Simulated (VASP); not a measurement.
# CaO (Fm-3m) in VASP: a series of runs, part 2 of 2

VASP 6.6.1. Earlier steps stand in the parts before.

## 3. Single point, LDA

The input, INCAR:

```
PREC = Accurate
ENCUT = 600
EDIFF = 1E-6
ISMEAR = 0
SIGMA = 0.02
LREAL = F
LASPH = T
NELM = 120
ALGO = Normal
ISIF = 2
LWAVE = F
LCHARG = F
GGA = CA
NBANDS = 15
GGA_COMPAT = F
```

The input, KPOINTS:

```
Automatic mesh
0
Gamma
  8 8 8
```

The input, POSCAR:

```
CaO
1.0
    0.0000000000      2.3536833324      2.3536833324
    2.3536833324      0.0000000000      2.3536833324
    2.3536833324      2.3536833324      0.0000000000
Ca O
1 1
Direct
    0.0000000000      0.0000000000      0.0000000000
    0.5000000000      0.5000000000      0.5000000000
```

Potentials or basis: VASP PAW LDA potentials, release 64 (Ca_sv, O).

The run is started by

```bash
> cat potpaw_LDA.64/Ca_sv/POTCAR potpaw_LDA.64/O/POTCAR > POTCAR
> mpirun -np 1 vasp_std > vasp.out
```

OUTCAR:

```text
PREC = Accurate
   ENCUT = 600
   EDIFF = 1E-6
   ISMEAR = 0
   LREAL = F
   LASPH = T
   NELM = 120
   ISIF = 2
   GGA = CA

 ion  position               nearest neighbor table
   1  0.000  0.000  0.000-   2 2.35   2 2.35   2 2.35   2 2.35   2 2.35   2 2.35
   2  0.500  0.500  0.500-   1 2.35   1 2.35   1 2.35   1 2.35   1 2.35   1 2.35

  LATTYP: Found a face centered cubic cell.
 ALAT       =     4.7073666648

  Lattice vectors:

 A1 = (   0.0000000000,   2.3536833324,   2.3536833324)
 A2 = (   2.3536833324,   0.0000000000,   2.3536833324)
 A3 = (   2.3536833324,   2.3536833324,   0.0000000000)

Analysis of symmetry for initial positions (statically):
=====================================================================
 Subroutine PRICEL returns:
 Original cell was already a primitive cell.

 Routine SETGRP: Setting up the symmetry group for a
 face centered cubic supercell.

 Subroutine GETGRP returns: Found 48 space group operations
 (whereof 48 operations were pure point group operations)
 out of a pool of 48 trial point group operations.

The static configuration has the point symmetry O_h .

Analysis of symmetry for dynamics (positions and initial velocities):
=====================================================================
 Subroutine PRICEL returns:
 Original cell was already a primitive cell.

 Routine SETGRP: Setting up the symmetry group for a
 face centered cubic supercell.

 Subroutine GETGRP returns: Found 48 space group operations
 (whereof 48 operations were pure point group operations)
 out of a pool of 48 trial point group operations.

The dynamic configuration has the point symmetry O_h .

 Subroutine INISYM returns: Found 48 space group operations
 (whereof 48 operations are pure point group operations),
 and found     1 'primitive' translations

----------------------------------------------------------------------------------------

                                     Primitive cell

  volume of cell :      26.0780

  direct lattice vectors                    reciprocal lattice vectors
     0.000000000  2.353683332  2.353683332    -0.212432995  0.212432995  0.212432995
     2.353683332  0.000000000  2.353683332     0.212432995 -0.212432995  0.212432995
     2.353683332  2.353683332  0.000000000     0.212432995  0.212432995 -0.212432995

  length of vectors
     3.328610890  3.328610890  3.328610890     0.367944741  0.367944741  0.367944741

  position of ions in fractional coordinates (direct lattice)
     0.000000000  0.000000000  0.000000000
     0.500000000  0.500000000  0.500000000

  ion indices of the primitive-cell ions
   primitive index   ion index
                 1           1
                 2           2

----------------------------------------------------------------------------------------

 KPOINTS: Automatic mesh

Automatic generation of k-mesh.
 Grid dimensions read from file:
 generate k-points for:    8    8    8

 Generating k-lattice:

  Cartesian coordinates                     Fractional coordinates (reciprocal lattice)
    -0.026554124  0.026554124  0.026554124     0.125000000  0.000000000  0.000000000
     0.026554124 -0.026554124  0.026554124     0.000000000  0.125000000  0.000000000
     0.026554124  0.026554124 -0.026554124     0.000000000  0.000000000  0.125000000

  Length of vectors
     0.045993093  0.045993093  0.045993093

[... 37 lines left out ...]
   total plane-waves  NPLWV =  21952
   dimension x,y,z NGX =    28 NGY =   28 NGZ =   28
   dimension x,y,z NGXF=    56 NGYF=   56 NGZF=   56
   ions per type =               1   1
   NGX,Y,Z   is equivalent  to a cutoff of  13.98, 13.98, 13.98 a.u.
   NGXF,Y,Z  is equivalent  to a cutoff of  27.97, 27.97, 27.97 a.u.
 SYSTEM =  unknown system
   PREC   = accura    normal or accurate (medium, high low for compatibility)
   ISTART =      0    job   : 0-new  1-cont  2-samecut
   ICHARG =      2    charge: 1-file 2-atom 10-const
   ISPIN  =      1    spin polarized calculation?
   LNONCOLLINEAR =      F non collinear calculations
   LSORBIT =      F    spin-orbit coupling
   LASPH  =      T    aspherical Exc in radial PAW
   ENCUT  =  600.0 eV  44.10 Ry    6.64 a.u.   6.65  6.65  6.65*2*pi/ulx,y,z
   NELM   =    120;   NELMIN=  2; NELMDL= -5     # of ELM steps
   EDIFF  = 0.1E-05   stopping-criterion for ELM
   LREAL  =      F    real-space projection
   EDIFFG = 0.1E-04   stopping-criterion for IOM
   NSW    =      0    number of steps for IOM
   IBRION =     -1    ionic relax: 0-MD 1-quasi-New 2-CG
   NFREE  =      0    steps in history (QN), initial steepest desc. (CG)
   ISIF   =      2    stress and relaxation
   ISYM   =      2    0-nonsym 1-usesym 2-fastsym
   POTIM  = 0.5000    time-step for ionic-motion
   TEBEG  =    0.0;   TEEND  =   0.0 temperature during run
   PSTRESS=    0.0 pullay stress
   NELECT =      16.0000    total number of electrons
   NUPDOWN=      -1.0000    fix difference up-down
   EMIN   =  10.00;   EMAX   =-10.00  energy-range for DOS
   EFERMI =   0.00;   METHOD = LEGACY
   ISMEAR =     0;   SIGMA  =   0.02  broadening in eV -4-tet -1-fermi 0-gaus
   EFERMI_NEDOS =   21; number of points for ismear=-14 and -15
   IALGO  =     38    algorithm
   IMIX   =      4    mixing-type and parameters
     AMIX     =   0.40;   BMIX     =  1.00
     AMIX_MAG =   1.60;   BMIX_MAG =  1.00
  volume/ion in A,a.u.               =      13.04        87.99
  Fermi-wavevector in a.u.,A,eV,Ry     =   1.391095  2.628788 26.329251  1.935145
  Thomas-Fermi vector in A             =   2.514967
   LORBIT       =      0    0 simple, 1 ext, 2 COOP (PROOUT), +10 PAW based schemes
   GGA     = CA    functional components
   LHFCALC =     F    Hartree Fock is set to
   AEXX    =    0.0000 exact exchange contribution
   IVDW    =     0    specifies the selected vdW correction
   LEPSILON=     F    determine dielectric tensor
   LRPA    =     F    only Hartree local field effects (RPA)
 non-spin polarized calculation
 Gauss-broadening in eV      SIGMA  =   0.02
  energy-cutoff  :      600.00
  volume of cell :       26.08
 maximum number of plane-waves:       893
   NGX = 13   NGY = 13   NGZ = 13

 number of electron      15.9999999 magnetization

 Free energy of the ion-electron system (eV)
  ---------------------------------------------------
  ext. energy  EPLUGINS =         0.00000000
  ---------------------------------------------------
  free energy    TOTEN  =       -14.22301330 eV

  energy without entropy =      -14.22301330  energy(sigma->0) =      -14.22301330

 E-fermi :   2.6093     XC(G=0): -11.3393

 val. band max:        2.3868934027   @ k =   0.0000   0.0000   0.0000
 cond. band min:       5.8068540133   @ k =   0.5000   0.5000   0.0000
 fundamental gap:      3.4199606106
 Fermi energy:         2.6093449017

 k-point     1 :       0.0000    0.0000    0.0000
  band No.  band energies     occupation
      1     -34.4346      2.00000
      2     -15.4270      2.00000
      3     -15.4270      2.00000
      4     -15.4270      2.00000
      5     -12.9439      2.00000
      6       2.3869      2.00000
      7       2.3869      2.00000
      8       2.3869      2.00000
      9       7.4732      0.00000
     10       8.6367      0.00000
     11       8.6367      0.00000
     12       8.6367      0.00000
     13      10.3132      0.00000
     14      10.3132      0.00000
[... 401 lines left out ...]
      2     -16.6150      2.00000
      3     -15.7403      2.00000
      4     -15.5900      2.00000
      5     -11.7727      2.00000
      6       0.1844      2.00000
      7       1.1765      2.00000
      8       1.2171      2.00000
      9       9.2690      0.00000
     10       9.3392      0.00000
     11      11.4728      0.00000
     12      11.7807      0.00000
     13      13.1057      0.00000
     14      14.8224      0.00000
     15      16.8780      0.00000

 [... further k-points ...]

------------------------ aborting loop because EDIFF is reached ----------------------------------------

  FORCE on cell =-STRESS in cart. coord.  units (eV):
  Direction    XX          YY          ZZ          XY          YZ          ZX
  --------------------------------------------------------------------------------------
  -------------------------------------------------------------------------------------
  Total        0.1444227      0.1444227      0.1444227     -0.0000000      0.0000000      0.0000000
  in kB        8.8730302      8.8730302      8.8730302     -0.0000000      0.0000000      0.0000000
  external PRESSURE =       8.8730302 kB  Pullay stress =       0.0000000 kB

 VOLUME and BASIS-vectors are now :
 -----------------------------------------------------------------------------
  energy-cutoff  :      600.00
  volume of cell :       26.08
      direct lattice vectors                 reciprocal lattice vectors
     0.000000000  2.353683332  2.353683332    -0.212432995  0.212432995  0.212432995
     2.353683332  0.000000000  2.353683332     0.212432995 -0.212432995  0.212432995
     2.353683332  2.353683332  0.000000000     0.212432995  0.212432995 -0.212432995

 POSITION                                       TOTAL-FORCE (eV/Angst)
 -----------------------------------------------------------------------------------
      0.00000      0.00000      0.00000        -0.000000     -0.000000      0.000000
      2.35368      2.35368      2.35368         0.000000      0.000000     -0.000000
 -----------------------------------------------------------------------------------
    total drift:                                0.000000      0.000000      0.000000

  FREE ENERGIE OF THE ION-ELECTRON SYSTEM (eV)
  ---------------------------------------------------
  free  energy   TOTEN  =       -14.2230132979 eV

  energy  without entropy=      -14.2230132979  energy(sigma->0) =      -14.22301330
```

OSZICAR:

```text
N       E                     dE             d eps       ncg     rms          rms(c)
DAV:   1     0.128054206905E+03    0.12805E+03   -0.89725E+03   870   0.122E+03
DAV:   2    -0.106691782985E+02   -0.13872E+03   -0.12812E+03  1073   0.307E+02
DAV:   3    -0.158021050869E+02   -0.51329E+01   -0.50934E+01  1024   0.606E+01
DAV:   4    -0.159385166664E+02   -0.13641E+00   -0.13634E+00  1218   0.885E+00
DAV:   5    -0.159397949092E+02   -0.12782E-02   -0.12782E-02  1004   0.858E-01    0.846E+00
DAV:   6    -0.143660600954E+02    0.15737E+01   -0.46981E+00   955   0.218E+01    0.358E+00
DAV:   7    -0.142583860560E+02    0.10767E+00   -0.39461E-01  1010   0.678E+00    0.179E+00
DAV:   8    -0.142238977461E+02    0.34488E-01   -0.77826E-02  1101   0.288E+00    0.364E-01
DAV:   9    -0.142229051246E+02    0.99262E-03   -0.40076E-03   955   0.513E-01    0.928E-02
DAV:  10    -0.142230257032E+02   -0.12058E-03   -0.24550E-04  1198   0.145E-01    0.278E-02
DAV:  11    -0.142230144159E+02    0.11287E-04   -0.19196E-05  1130   0.525E-02    0.919E-03
DAV:  12    -0.142230133853E+02    0.10307E-05   -0.37629E-06  1024   0.225E-02    0.264E-03
DAV:  13    -0.142230132979E+02    0.87360E-07   -0.29221E-07   554   0.587E-03
   1 F= -.14223013E+02 E0= -.14223013E+02  d E =-.123875E-57
```

Run time: 9.3 s. Hardware: 1 thread of Intel Xeon Platinum 8559C (Emerald Rapids), shared host; peak memory 0.15 GiB.

What came out:

| Property | Result |
| --- | --- |
| Free energy | -14.2230 eV |
| Pressure | 0.9 GPa |
| Band gap on the k mesh | 3.42 eV (least direct gap 3.78 eV) |

Levels at points of the mesh, in eV from the valence-band top:
```tsv
k point	band 6	band 7	band 8	band 9	band 10	band 11
(0.00, 0.00, 0.00)	0.00	0.00	0.00	5.09	6.25	6.25
(0.50, 0.00, 0.00)	-2.86	-1.36	-1.36	7.25	8.65	8.65
(0.50, 0.50, 0.00)	-1.27	-0.36	-0.36	3.42	8.49	9.23
```
